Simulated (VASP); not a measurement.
# BP (I-4m2) in VASP: further runs

Runs on BP. Level: PBE. Tasks: single point.

Program: VASP 6.6.1. These are calculated values, not measurements. Logs are shortened: lines on timing, memory, paths and dates and some standing lists are left out, and cuts for length are marked.

### 1 The cell of the first run

It takes space group I-4m2 (No. 119, tetragonal). Conventional cell: a = 3.299 Å, b = 3.299 Å, c = 4.293 Å, α = 90.00°, β = 90.00°, γ = 90.00°. Within 2.6 Å of B (site symmetry -4m2) lie 4 P at 1.97 Å. Within 2.6 Å of P (site symmetry -4m2) lie 4 B at 1.97 Å.

### 2 Single point, PBE

INCAR reads:

```
  PREC = Accurate
  ENCUT = 520
  EDIFF = 1E-7
  ISMEAR = 0
  SIGMA = 0.05
  LREAL = False
  LASPH = True
  NELM = 60
  ALGO = Normal
  ISIF = 2
  LWAVE = False
  LCHARG = False
  GGA = PE
  NBANDS = 11
```

KPOINTS reads:

```
regular mesh
0
Gamma
  12 12 12
```

POSCAR reads:

```
BP
1.0
    0.0000000000      2.3329488668      2.1463129575
    2.3329488668      0.0000000000      2.1463129575
    2.3329488668      2.3329488668      0.0000000000
B P
1 1
Direct
    0.0000000000      0.0000000000      0.0000000000
    0.7500000000      0.7500000000      0.7500000000
```

Potentials or basis: VASP PAW PBE potentials, release 64 (B, P).

Started as:

```bash
$ cat potpaw_PBE.64/B/POTCAR potpaw_PBE.64/P/POTCAR > POTCAR
$ mpirun -np 1 vasp_std > vasp.out
```

OUTCAR:

```text
PREC = Accurate
   ENCUT = 520
   EDIFF = 1E-7
   ISMEAR = 0
   LREAL = False
   LASPH = True
   NELM = 60
   ISIF = 2
   GGA = PE

 ion  position               nearest neighbor table
   1  0.000  0.000  0.000-   2 1.97   2 1.97   2 1.97   2 1.97
   2  0.750  0.750  0.750-   1 1.97   1 1.97   1 1.97   1 1.97

  LATTYP: Found a body centered tetragonal cell.
 ALAT       =     3.2992879278
 C/A-ratio  =     1.3010764774

  Lattice vectors:

 A1 = (   0.0000000000,  -2.3329488668,  -2.1463129575)
 A2 = (   0.0000000000,   2.3329488668,  -2.1463129575)
 A3 = (   2.3329488668,   0.0000000000,   2.1463129575)

Analysis of symmetry for initial positions (statically):
=====================================================================
 Subroutine PRICEL returns:
 Original cell was already a primitive cell.

 Routine SETGRP: Setting up the symmetry group for a
 body centered tetragonal supercell.

 Subroutine GETGRP returns: Found  8 space group operations
 (whereof  8 operations were pure point group operations)
 out of a pool of 16 trial point group operations.

The static configuration has the point symmetry D_2d.

Analysis of symmetry for dynamics (positions and initial velocities):
=====================================================================
 Subroutine PRICEL returns:
 Original cell was already a primitive cell.

 Routine SETGRP: Setting up the symmetry group for a
 body centered tetragonal supercell.

 Subroutine GETGRP returns: Found  8 space group operations
 (whereof  8 operations were pure point group operations)
 out of a pool of 16 trial point group operations.

The dynamic configuration has the point symmetry D_2d.

 Subroutine INISYM returns: Found  8 space group operations
 (whereof  8 operations are pure point group operations),
 and found     1 'primitive' translations

----------------------------------------------------------------------------------------

                                     Primitive cell

  volume of cell :      23.3633

  direct lattice vectors                    reciprocal lattice vectors
     0.000000000  2.332948867  2.146312958    -0.214321028  0.214321028  0.232957639
     2.332948867  0.000000000  2.146312958     0.214321028 -0.214321028  0.232957639
     2.332948867  2.332948867  0.000000000     0.214321028  0.214321028 -0.232957639

  length of vectors
     3.170064625  3.170064625  3.299287928     0.382277737  0.382277737  0.382277737

  position of ions in fractional coordinates (direct lattice)
     0.000000000  0.000000000  0.000000000
     0.750000000  0.750000000  0.750000000

  ion indices of the primitive-cell ions
   primitive index   ion index
                 1           1
                 2           2

----------------------------------------------------------------------------------------

 KPOINTS: regular mesh

Automatic generation of k-mesh.
 Grid dimensions read from file:
 generate k-points for:   12   12   12

 Generating k-lattice:

  Cartesian coordinates                     Fractional coordinates (reciprocal lattice)
    -0.017860086  0.017860086  0.019413137     0.083333333  0.000000000  0.000000000
     0.017860086 -0.017860086  0.019413137     0.000000000  0.083333333  0.000000000
     0.017860086  0.017860086 -0.019413137    -0.000000000 -0.000000000  0.083333333

  Length of vectors
     0.031856478  0.031856478  0.031856478

  Shift w.r.t. Gamma in fractional coordinates (k-lattice)
     0.000000000  0.000000000  0.000000000

 Subroutine IBZKPT returns following result:
 ===========================================

 Found    163 irreducible k-points:

 Following reciprocal coordinates:
            Coordinates               Weight
  0.000000  0.000000  0.000000      1.000000
  0.083333 -0.000000  0.000000      8.000000
  0.166667 -0.000000  0.000000      8.000000
  0.250000  0.000000  0.000000      8.000000
  0.333333 -0.000000  0.000000      8.000000
  0.416667 -0.000000  0.000000      8.000000
[... 16 lines left out ...]
  0.500000  0.166667  0.000000      8.000000
 -0.416667  0.166667  0.000000      8.000000
 [... further k-points ...]
   k-points           NKPTS =    163   k-points in BZ     NKDIM =    163   number of bands    NBANDS=     11
   number of dos      NEDOS =    301   number of ions     NIONS =      2
   total plane-waves  NPLWV =  16128
   dimension x,y,z NGX =    24 NGY =   24 NGZ =   28
   dimension x,y,z NGXF=    48 NGYF=   48 NGZF=   56
   ions per type =               1   1
   NGX,Y,Z   is equivalent  to a cutoff of  12.59, 12.59, 14.11 a.u.
   NGXF,Y,Z  is equivalent  to a cutoff of  25.17, 25.17, 28.22 a.u.
 SYSTEM =  unknown system
   PREC   = accura    normal or accurate (medium, high low for compatibility)
   ISTART =      0    job   : 0-new  1-cont  2-samecut
   ICHARG =      2    charge: 1-file 2-atom 10-const
   ISPIN  =      1    spin polarized calculation?
   LNONCOLLINEAR =      F non collinear calculations
   LSORBIT =      F    spin-orbit coupling
   LASPH  =      T    aspherical Exc in radial PAW
   ENCUT  =  520.0 eV  38.22 Ry    6.18 a.u.   5.89  5.89  6.13*2*pi/ulx,y,z
   NELM   =     60;   NELMIN=  2; NELMDL= -5     # of ELM steps
   EDIFF  = 0.1E-06   stopping-criterion for ELM
   LREAL  =      F    real-space projection
   EDIFFG = 0.1E-05   stopping-criterion for IOM
   NSW    =      0    number of steps for IOM
   IBRION =     -1    ionic relax: 0-MD 1-quasi-New 2-CG
   NFREE  =      0    steps in history (QN), initial steepest desc. (CG)
   ISIF   =      2    stress and relaxation
   ISYM   =      2    0-nonsym 1-usesym 2-fastsym
   POTIM  = 0.5000    time-step for ionic-motion
   TEBEG  =    0.0;   TEEND  =   0.0 temperature during run
   PSTRESS=    0.0 pullay stress
   NELECT =       8.0000    total number of electrons
   NUPDOWN=      -1.0000    fix difference up-down
   EMIN   =  10.00;   EMAX   =-10.00  energy-range for DOS
   EFERMI =   0.00;   METHOD = LEGACY
   ISMEAR =     0;   SIGMA  =   0.05  broadening in eV -4-tet -1-fermi 0-gaus
   EFERMI_NEDOS =   21; number of points for ismear=-14 and -15
   IALGO  =     38    algorithm
   IMIX   =      4    mixing-type and parameters
     AMIX     =   0.40;   BMIX     =  1.00
     AMIX_MAG =   1.60;   BMIX_MAG =  1.00
  volume/ion in A,a.u.               =      11.68        78.83
  Fermi-wavevector in a.u.,A,eV,Ry     =   1.145320  2.164342 17.847562  1.311759
  Thomas-Fermi vector in A             =   2.282009
   LORBIT       =      0    0 simple, 1 ext, 2 COOP (PROOUT), +10 PAW based schemes
   GGA     = PE    functional components
   LHFCALC =     F    Hartree Fock is set to
   AEXX    =    0.0000 exact exchange contribution
   IVDW    =     0    specifies the selected vdW correction
   LEPSILON=     F    determine dielectric tensor
   LRPA    =     F    only Hartree local field effects (RPA)
 non-spin polarized calculation
 Gauss-broadening in eV      SIGMA  =   0.05
  energy-cutoff  :      520.00
  volume of cell :       23.36
 maximum number of plane-waves:       640
   NGX = 11   NGY = 11   NGZ = 13

 number of electron       8.0000000 magnetization

 Free energy of the ion-electron system (eV)
  ---------------------------------------------------
  ext. energy  EPLUGINS =         0.00000000
  ---------------------------------------------------
  free energy    TOTEN  =       -12.84707823 eV

  energy without entropy =      -12.84703576  energy(sigma->0) =      -12.84705700

 E-fermi :   7.9418     XC(G=0): -10.9162

 val. band max:        7.5789937826   @ k =   0.0833  -0.0000   0.0000
 cond. band min:       7.9422666671   @ k =   0.0000   0.0000   0.0000
 fundamental gap:      0.3632728844
 Fermi energy:         7.9418163563

 k-point     1 :       0.0000    0.0000    0.0000
  band No.  band energies     occupation
      1      -8.0198      2.00000
      2       7.1992      2.00000
      3       7.1992      2.00000
      4       7.9423      0.98984
      5      10.5592      0.00000
      6      11.0473      0.00000
      7      11.0473      0.00000
      8      14.7307      0.00000
      9      18.5021      0.00000
     10      18.9688      0.00000
     11      20.3829      0.00000

 k-point     2 :       0.0833   -0.0000    0.0000
  band No.  band energies     occupation
      1      -7.8940      2.00000
      2       6.4154      2.00000
      3       6.9661      2.00000
      4       7.5790      2.00000
      5      10.7891      0.00000
      6      11.3215      0.00000
      7      11.4480      0.00000
      8      15.1042      0.00000
      9      18.1282      0.00000
     10      19.3400      0.00000
     11      19.6855      0.00000

 k-point     3 :       0.1667   -0.0000    0.0000
  band No.  band energies     occupation
      1      -7.5200      2.00000
      2       4.6064      2.00000
      3       6.4627      2.00000
      4       7.1201      2.00000
      5      11.0850      0.00000
      6      11.8308      0.00000
      7      12.0338      0.00000
      8      16.0478      0.00000
      9      17.7780      0.00000
     10      18.7339      0.00000
     11      20.3521      0.00000

 k-point     4 :       0.2500    0.0000    0.0000
  band No.  band energies     occupation
      1      -6.9098      2.00000
      2       2.6102      2.00000
      3       5.9457      2.00000
      4       6.7178      2.00000
      5      11.0746      0.00000
      6      12.0840      0.00000
      7      12.6122      0.00000
      8      17.0362      0.00000
      9      18.2169      0.00000
     10      18.4664      0.00000
     11      20.8413      0.00000

 k-point     5 :       0.3333   -0.0000    0.0000
  band No.  band energies     occupation
      1      -6.0971      2.00000
      2       0.7261      2.00000
      3       5.5355      2.00000
      4       6.4179      2.00000
      5      10.9191      0.00000
      6      12.0003      0.00000
      7      12.9656      0.00000
      8      17.5921      0.00000
      9      19.0101      0.00000
     10      19.5247      0.00000
     11      21.2527      0.00000
[... 211 lines left out ...]
 k-point    21 :       0.3333    0.1667    0.0000
  band No.  band energies     occupation
      1      -6.0856      2.00000
      2       1.9993      2.00000
      3       4.4895      2.00000
      4       5.3399      2.00000
      5       9.8191      0.00000
      6      13.3988      0.00000
      7      14.1565      0.00000
      8      14.4244      0.00000
      9      20.6579      0.00000
     10      20.8664      0.00000
     11      22.5312      0.00000

 k-point    22 :       0.4167    0.1667    0.0000
  band No.  band energies     occupation
      1      -5.2157      2.00000
      2       0.2824      2.00000
      3       4.3165      2.00000
      4       4.8690      2.00000
      5      10.0802      0.00000
      6      13.8885      0.00000
      7      14.0221      0.00000
      8      14.4309      0.00000
      9      20.8871      0.00000
     10      22.3262      0.00000
     11      23.2978      0.00000

 k-point    23 :       0.5000    0.1667    0.0000
  band No.  band energies     occupation
      1      -4.4096      2.00000
      2      -0.9715      2.00000
      3       4.3502      2.00000
      4       4.4353      2.00000
      5      10.1747      0.00000
      6      13.5578      0.00000
      7      14.2355      0.00000
      8      15.5376      0.00000
      9      20.4226      0.00000
     10      22.4183      0.00000
     11      24.1033      0.00000

 k-point    24 :      -0.4167    0.1667    0.0000
  band No.  band energies     occupation
      1      -4.3884      2.00000
      2      -1.0148      2.00000
      3       4.1054      2.00000
      4       4.5854      2.00000
      5      10.3518      0.00000
      6      13.3024      0.00000
      7      14.1990      0.00000
      8      17.2195      0.00000
      9      19.4111      0.00000
     10      20.4858      0.00000
     11      24.2110      0.00000

 [... further k-points ...]
[... 5 lines left out ...]
  --------------------------------------------------------------------------------------
  -------------------------------------------------------------------------------------
  Total       -0.8482775     -0.8482775      2.0271160      0.0000000      0.0000000     -0.0000000
  in kB      -58.1721386    -58.1721386    139.0130903      0.0000000      0.0000000     -0.0000000
  external PRESSURE =       7.5562710 kB  Pullay stress =       0.0000000 kB

 VOLUME and BASIS-vectors are now :
 -----------------------------------------------------------------------------
  energy-cutoff  :      520.00
  volume of cell :       23.36
      direct lattice vectors                 reciprocal lattice vectors
     0.000000000  2.332948867  2.146312958    -0.214321028  0.214321028  0.232957639
     2.332948867  0.000000000  2.146312958     0.214321028 -0.214321028  0.232957639
     2.332948867  2.332948867  0.000000000     0.214321028  0.214321028 -0.232957639

 POSITION                                       TOTAL-FORCE (eV/Angst)
 -----------------------------------------------------------------------------------
      0.00000      0.00000      0.00000        -0.000000     -0.000000     -0.000000
      3.49942      3.49942      3.21947         0.000000      0.000000      0.000000
 -----------------------------------------------------------------------------------
    total drift:                               -0.000000     -0.000000      0.000000

  FREE ENERGIE OF THE ION-ELECTRON SYSTEM (eV)
  ---------------------------------------------------
  free  energy   TOTEN  =       -12.8470782309 eV

  energy  without entropy=      -12.8470357607  energy(sigma->0) =      -12.84705700
```

Wall time 23 s (1 thread of AMD EPYC 9R45 (Zen 5), shared host); peak memory 0.14 GiB.

What came out:

| Item | Value |
| --- | --- |
| Free energy | -12.8471 eV |
| Pressure | 0.8 GPa |

### 3 Single point, PBE

This run uses another cell than the first one, of the same volume but with other edges.

INCAR reads:

```
ALGO = Normal ; EDIFF = 1E-7
ENCUT = 520 ; GGA = PE
ISIF = 2 ; ISMEAR = 0
LASPH = T ; LCHARG = F
LREAL = F ; LWAVE = F
NBANDS = 11 ; NELM = 100
PREC = Accurate ; SIGMA = 0.05
```

KPOINTS reads:

```
k-points
0
Gamma
  12 12 12
```

POSCAR reads:

```
BP
1.0
    0.0000000000      2.1980467957      2.4178514752
    2.1980467957      0.0000000000      2.4178514752
    2.1980467957      2.1980467957      0.0000000000
B P
1 1
Direct
    0.0000000000      0.0000000000      0.0000000000
    0.7500000000      0.7500000000      0.7500000000
```

Potentials or basis: VASP PAW PBE potentials, release 64 (B, P).

Started as:

```bash
$ cat potpaw_PBE.64/B/POTCAR potpaw_PBE.64/P/POTCAR > POTCAR
$ mpirun -np 1 vasp_std > vasp.out
```

It took 20 s on 1 thread of AMD EPYC 9R45 (Zen 5), shared host; peak memory 0.13 GiB.

The run converged. Its results:

| Property | Result |
| --- | --- |
| Free energy | -12.8024 eV |
| Pressure | 0.8 GPa |
| Band gap on the k mesh | 0.51 eV, indirect (least direct gap 2.93 eV) |

Stress tensor (GPa, compression positive):
```
 10.39   0.00   0.00
  0.00  10.39   0.00
  0.00   0.00 -18.37
```

Levels at points of the mesh, in eV from the valence-band top:
| k point | band 1 | band 2 | band 3 | band 4 | band 5 | band 6 | band 7 | band 8 | band 9 |
| --- | --- | --- | --- | --- | --- | --- | --- | --- | --- |
| (0.00, 0.00, 0.00) | -15.82 | -1.04 | 0.00 | 0.00 | 2.93 | 2.93 | 3.43 | 6.80 | 10.41 |
| (0.50, 0.00, 0.00) | -12.47 | -9.38 | -2.75 | -1.45 | 2.54 | 4.82 | 4.84 | 9.86 | 13.69 |
| (0.50, 0.50, 0.00) | -11.57 | -9.47 | -3.77 | -3.77 | 1.69 | 2.23 | 11.73 | 11.73 | 14.04 |
| (0.50, 0.00, 0.50) | -10.63 | -8.64 | -4.85 | -4.65 | 0.67 | 0.88 | 10.49 | 12.32 | 14.06 |
